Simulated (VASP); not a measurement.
# Hf2C (R-3m) in VASP: notebook, part 2 of 2

VASP 6.6.1. Earlier steps stand in the parts before.

## (4) Relaxation of cell and atoms, PBE

This run uses another cell than the first one, of 17.48 Å³/atom, 1.125 times its volume.

File INCAR:

```
PREC = Accurate ; ENCUT = 600
EDIFF = 1E-7 ; ISMEAR = 0
SIGMA = 0.1 ; LREAL = False
LASPH = True ; NELM = 60
ALGO = Normal ; ISIF = 3
LWAVE = False ; LCHARG = False
GGA = PE ; IBRION = 2
NSW = 90 ; EDIFFG = -0.04
```

File KPOINTS:

```
regular mesh
0
Gamma
  6 6 6
```

File POSCAR:

```
Hf2C
1.0
    2.2386030900      1.2924581000      3.0212059100
   -2.2386030900      1.2924581000      3.0212059100
    0.0000000000     -2.5849162000      3.0212059100
Hf C
2 1
Direct
    0.2032343100      0.2032343100      0.2032343100
    0.7967656900      0.7967656900      0.7967656900
    0.0000000000      0.0000000000      0.0000000000
```

Potentials or basis: VASP PAW PBE potentials, release 64 (Hf_pv, C).

Launch:

```bash
$ cat potpaw_PBE.64/Hf_pv/POTCAR potpaw_PBE.64/C/POTCAR > POTCAR
$ mpirun -np 1 vasp_std > vasp.out
```

OUTCAR:

```text
PREC = Accurate
   ENCUT = 600
   EDIFF = 1E-7
   ISMEAR = 0
   LREAL = False
   LASPH = True
   NELM = 60
   ISIF = 3
   GGA = PE
   IBRION = 2
   NSW = 90
   EDIFFG = -0.04

 ion  position               nearest neighbor table
   1  0.203  0.203  0.203-   3 1.84   2 2.67   2 2.67   2 2.67   3 2.84   3 2.84   3 2.84   2 3.50
                             2 3.50   2 3.50   2 3.68
   2  0.797  0.797  0.797-   3 1.84   1 2.67   1 2.67   1 2.67   3 2.84   3 2.84   3 2.84   1 3.50
                             1 3.50   1 3.50   1 3.68
   3  0.000  0.000  0.000-   1 1.84   2 1.84   2 2.84   2 2.84   1 2.84   1 2.84   2 2.84   1 2.84

  LATTYP: Found a trigonal (rhomboedric) cell.
 ALAT       =     3.9761132921
 COS(alpha) =     0.3660329375

  Lattice vectors:

 A1 = (   2.2386030900,   1.2924581000,   3.0212059100)
 A2 = (  -2.2386030900,   1.2924581000,   3.0212059100)
 A3 = (   0.0000000000,  -2.5849162000,   3.0212059100)
[... 187 lines left out ...]
  in kB      130.5262808    130.5262815    740.4317659      0.0000000      0.0000000      0.0000000
  external PRESSURE =     333.8281094 kB  Pullay stress =       0.0000000 kB
[... 1013 lines left out ...]
      5     -27.6395      2.00000
      6     -27.6244      2.00000
[... 8 lines left out ...]
     15       5.2648      0.00000
     16       5.4161      0.00000

 [... further k-points ...]

[... ionic steps 4 to 18 ...]

--------------------------------------- Ionic step       19  -------------------------------------------

 number of electron      24.0000001 magnetization

------------------------ aborting loop because EDIFF is reached ----------------------------------------
[... 69 lines left out ...]
--------------------------------------- Ionic step       21  -------------------------------------------

 number of electron      24.0000002 magnetization

 Free energy of the ion-electron system (eV)
  ---------------------------------------------------
  ext. energy  EPLUGINS =         0.00000000
  ---------------------------------------------------
  free energy    TOTEN  =       -28.73575782 eV

  energy without entropy =      -28.72508825  energy(sigma->0) =      -28.73042303

 E-fermi :   6.1005     XC(G=0): -11.8959

 val. band max:        6.0760455639   @ k =   0.5000   0.0000   0.0000
 cond. band min:       6.1227982112   @ k =   0.5000   0.1667   0.0000
 fundamental gap:      0.0467526472
 Fermi energy:         6.1005350337
[... 486 lines left out ...]
  FREE ENERGIE OF THE ION-ELECTRON SYSTEM (eV)
  ---------------------------------------------------
  free  energy   TOTEN  =       -28.7357578157 eV

  energy  without entropy=      -28.7250882478  energy(sigma->0) =      -28.73042303

 reached required accuracy - stopping structural energy minimisation
```

CONTCAR:

```text
Hf2C
   1.00000000000000
     2.0772280442808233    1.1992881731479788    3.1005530156634573
    -2.0772280442808233    1.1992881731479788    3.1005530156634573
     0.0000000000000000   -2.3985763462959575    3.1005530156634573
  Hf              C
     2     1
Direct
     0.2518437154066819    0.2518437154066819    0.2518437154066819
     0.7481562845933183    0.7481562845933183    0.7481562845933183
     0.0000000000000000    0.0000000000000000    0.0000000000000000

  0.00000000E+00  0.00000000E+00  0.00000000E+00
  0.00000000E+00  0.00000000E+00  0.00000000E+00
  0.00000000E+00  0.00000000E+00  0.00000000E+00
```

Wall time 2.9 min (1 thread of Intel Xeon 6975P-C (Granite Rapids), shared host); peak memory 0.2 GiB.

Results:

```
Free energy                            : -28.7358 eV
Relaxed volume                         : 15.45 Å³/atom
Relaxed cell                           : a = 3.920 Å, b = 3.920 Å, c = 3.920 Å, α = 64.00°, β = 64.00°, γ = 64.00°
Space group after relaxing (to 0.05 Å) : R-3m (No. 166)
Energy gained by relaxing              : 1402.7 meV/atom
Ionic steps                            : 21
Pressure after relaxing                : 0.1 GPa
Largest force after relaxing           : 0.008 eV/Å
Band gap on the k mesh                 : zero (band 12 reaches 6.50 eV, above the bottom of band 13 at 4.99 eV)
```

Forces on the atoms (eV/Å):
```
Hf   0.000  0.000 -0.008
Hf   0.000  0.000  0.008
C    0.000  0.000  0.000
```

Step by step:
```
step  energy change (eV)  largest force (eV/Å)  pressure (GPa)  volume (Å³)
   1              0.0000                8.9993           33.38        52.45
   2              1.1194                0.3991          -27.67        83.25
   3             -0.4097                0.4622          -28.36        74.07
   4             -1.4701                0.9431          -25.46        67.72
   5             -2.3547                2.0170          -12.79        59.87
   6             -2.3654                2.5309           -7.16        58.08
   7             -2.3755                2.3179           -9.38        58.73
   8             -3.3978                3.1473           -7.33        52.45
   9             -4.1311                0.3501            9.79        44.01
  10             -4.1474                1.1389            5.14        45.42
  11             -4.1514                0.9133            6.53        44.94
  12             -3.9774                2.4945           -2.04        46.93
  13             -4.1946                0.2538            2.99        45.52
  14             -4.1947                0.2197            3.09        45.50
  15             -4.1999                0.1030           -2.22        47.15
  16             -4.2056                0.0173           -0.09        46.44
  17             -4.2066                0.0316           -0.13        46.44
  18             -4.2078                0.0593           -0.19        46.42
  19             -4.2079                0.0695           -0.19        46.42
  20             -4.2078                0.0772            0.51        46.24
  21             -4.2081                0.0084            0.10        46.34
```

Final structure:
```
Hf C
1.0
     2.07723    1.19929    3.10055
    -2.07723    1.19929    3.10055
     0.00000   -2.39858    3.10055
Hf C
2 1
Direct
  0.25184 0.25184 0.25184
  0.74816 0.74816 0.74816
  0.00000 0.00000 0.00000
```

Caveat: spin-orbit coupling is left out, which moves the levels of the heavy elements.

## (5) Single point, PBE

File INCAR:

```
SYSTEM = Hf2C
  ALGO = Normal
  EDIFF = 1E-7
  ENCUT = 520
  GGA = PE
  ISIF = 2
  ISMEAR = 0
  LASPH = .True.
  LCHARG = .False.
  LREAL = .False.
  LWAVE = .False.
  NBANDS = 19
  NELM = 100
  PREC = Accurate
  SIGMA = 0.1
```

File KPOINTS:

```
k-points
0
Gamma
  12 12 12
  0 0 0
```

File POSCAR:

```
Hf2C
1.0
    2.0761933140      1.1986907688      3.1205366977
   -2.0761933140      1.1986907688      3.1205366977
    0.0000000000     -2.3973815375      3.1205366977
Hf C
2 1
Direct
    0.2513015796      0.2513015796      0.2513015796
    0.7486984204      0.7486984204      0.7486984204
    0.0000000000      0.0000000000      0.0000000000
```

Launch:

```bash
$ cat potpaw_PBE.64/Hf_pv/POTCAR potpaw_PBE.64/C/POTCAR > POTCAR
$ mpirun -np 1 vasp_std > vasp.out
```

Run time: 71 s. Hardware: 1 thread of Intel Xeon 6975P-C (Granite Rapids), shared host; peak memory 0.28 GiB.

Results (log left out):

| Quantity | Value |
| --- | --- |
| Free energy | -28.7436 eV |
| Pressure | -0.7 GPa |
| Largest force | 0.007 eV/Å |
| Band gap on the k mesh | zero (band 12 reaches 6.70 eV, above the bottom of band 13 at 4.94 eV) |

Forces in eV/Å, atoms in the order of the input:
```
Hf   0.000  0.000 -0.007
Hf   0.000  0.000  0.007
C    0.000  0.000  0.000
```

Stress tensor (GPa, compression positive):
```
-0.72  0.00  0.00
 0.00 -0.72  0.00
 0.00  0.00 -0.62
```

Levels at points of the mesh, in eV from the Fermi level:
```tsv
k point	band 10	band 11	band 12	band 13	band 14	band 15
(0.00, 0.00, 0.00)	-4.61	-2.07	-2.07	-1.09	4.75	4.75
(0.50, 0.00, 0.00)	-3.43	0.05	0.42	0.74	1.56	1.95
(0.50, 0.50, 0.00)	-2.50	-2.42	-1.26	-0.85	3.14	3.19
(0.50, 0.50, 0.50)	-3.56	-0.30	0.24	0.24	2.00	2.46
```

Caveat: spin-orbit coupling is left out, which moves the levels of the heavy elements.

## (6) Overview

```tsv
task	cell	k mesh	cutoff (eV)	gap on the mesh (eV)	pressure (GPa)	largest force (eV/Å)
single point	a = 3.924 Å, angles 64.2°, 3 atoms	6 × 6 × 6	520	none	-0.8	0.01
single point	a = 3.976 Å, angles 68.5°, 3 atoms	6 × 6 × 6	520	none	33.4	9.00
relaxation of cell and atoms	relaxed from a = 3.976 Å, angles 68.5°, 3 atoms	6 × 6 × 6	600	none	0.1	0.01
single point	a = 3.935 Å, angles 63.7°, 3 atoms	12 × 12 × 12	520	none	-0.7	0.01
```

Alike in all rows: level PBE; potentials or basis VASP PAW PBE potentials, release 64 (Hf_pv, C); no spin polarisation; smearing gaussian 0.1 eV.

Caveats: spin-orbit coupling is left out, which moves the levels of the heavy elements; forces of over 1 eV/Å act on the atoms, so gaps and moduli don't describe the material at rest (some runs).

Total energies depend on the potentials used, so only differences within one code and one set of settings carry meaning.
